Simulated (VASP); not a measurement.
Li2O:

```xyz
3
Lattice="0.0000 2.3269 2.3269 2.3269 0.0000 2.3269 2.3269 2.3269 0.0000" Properties=species:S:1:pos:R:3 pbc="T T T"
Li    3.4903    3.4903    3.4903
Li    1.1634    1.1634    1.1634
O     0.0000    0.0000    0.0000
```

Base run:

```yaml
Program: VASP 6.6.1
Functional: PBE
Potentials_or_basis: VASP PAW PBE potentials, release 64 (Li_sv, O)
Cutoff: 750 eV
k_mesh: 6 × 6 × 6
Occupations: gaussian, width 0.1 eV
Spin: no spin polarisation
Hubbard_terms: O p U = 6.0 eV
```

Its results: band gap on the k mesh 5.12 eV (least direct gap 5.33 eV); pressure -3.3 GPa.

Q: The run is repeated on the same cell with these changes: functional from PBE to BLYP; hubbard terms from O p U = 6.0 eV to O p U = 4.3 eV. What comes out?

A: Band gap on the k mesh 5.40 eV (least direct gap 5.60 eV); pressure -2.0 GPa.

Several settings changed at once.

Caveats: the cell stands under tension (at least some runs); the PAW data sets were made with another functional, which shifts forces and pressure a little (at least some runs).

A k mesh can miss the band edges.
